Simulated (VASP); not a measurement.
Wanted: the native input for a VASP 6.6.1 run.

```yaml
Task: single point
Functional: PBE
Dispersion: D3(BJ)
Potentials_or_basis: VASP PAW PBE potentials, release 64 (C)
Cutoff: 520 eV
k_mesh: 18 × 18 × 18
Occupations: gaussian, width 0.01 eV
Spin: no spin polarisation
Dipole_correction: no
Further_INCAR_settings: ALGO = Normal; EDIFF = 1e-07; NBANDS = 16
```

The structure of C lies in POSCAR:

```
C
1.0
    1.2333613847      0.7120815274      7.1299533088
   -1.2333613847      0.7120815274      7.1299533088
    0.0000000000     -1.4241630549      7.1299533088
C
4
Direct
    0.9187846390      0.9187846390      0.9187846390
    0.2521008872      0.2521008872      0.2521008872
    0.7478991128      0.7478991128      0.7478991128
    0.0812153610      0.0812153610      0.0812153610
```

The input as run:

INCAR

```
PREC     = Accurate       # precision mode
ENCUT    = 520            # plane-wave cutoff, eV
EDIFF    = 1E-7           # SCF threshold, eV
ISMEAR   = 0              # smearing method
SIGMA    = 0.01           # smearing width, eV
LREAL    = False          # projectors in reciprocal space
LASPH    = True           # aspherical terms in the spheres
NELM     = 100            # most SCF steps
ALGO     = Normal         # electronic algorithm
ISIF     = 2              # what is computed and relaxed
LWAVE    = False          # write WAVECAR
LCHARG   = True           # write CHGCAR
GGA      = PE             # functional
IVDW     = 12             # dispersion correction
LELF     = True           # ELF
LVHAR    = True         
NBANDS   = 16             # bands
```

KPOINTS

```
regular mesh
0
Gamma
  18 18 18
```

Potentials or basis: VASP PAW PBE potentials, release 64 (C).

Run with:

```console
$ cat potpaw_PBE.64/C/POTCAR > POTCAR
$ mpirun -np 1 vasp_std > vasp.out
```

Results of the run:

| Quantity | Value |
| --- | --- |
| Pressure | -0.4 GPa |
| Dispersion energy per atom | -0.145 eV |

Wall time 19 min on 1 thread of Intel(R) Xeon(R) 6975P-C (Granite Rapids), with other jobs on the host, peak memory 0.55 GiB.
